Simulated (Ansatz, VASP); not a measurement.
**BN: VASP beside Ansatz**

```
B N
1.0
     0.00000    3.33948    2.16883
     1.25384    0.00000    2.16883
     1.25384    3.33948    0.00000
B N
1 1
Cartesian
  1.2538 3.3395 0.0005
  1.2538 3.3395 2.8415
```

Change from the starting cell: all N atoms moved -0.050 Å, as atom 2 along Cartesian [0 0 1].

Alike in both runs: task single point; functional PBE; dispersion D3(BJ); k mesh 12 × 12 × 12; occupations gaussian, width 0.05 eV; no spin polarisation.

|  | VASP | Ansatz |
| --- | --- | --- |
| version | VASP 6.6.1 | Ansatz 0.2.0 |
| potentials or method | VASP PAW PBE potentials, release 64 (B, N), cutoff 520 eV | scalar-relativistic, plane waves, PAW |
| valence electrons in the cell | 8 | 8 |

VASP gave:

```
gap on the k mesh at the Fermi level (eV)                     : 4.01
least direct gap on the mesh (eV)                             : 4.67
pressure (GPa)                                                : 0.9
traceless stress, the component that is largest in VASP (GPa) : 5.72
rms of the force components (eV/Å)                            : 1.096
```

Task: Which values does Ansatz return?

Result: gap on the k mesh at the Fermi level (eV): 4.02; least direct gap on the mesh (eV): 4.67; pressure (GPa): 0.9; traceless stress, the component that is largest in VASP (GPa): 5.61; rms of the force components (eV/Å): 1.099.

Atom by atom the forces differ by 0.003 eV/Å (rms over components).
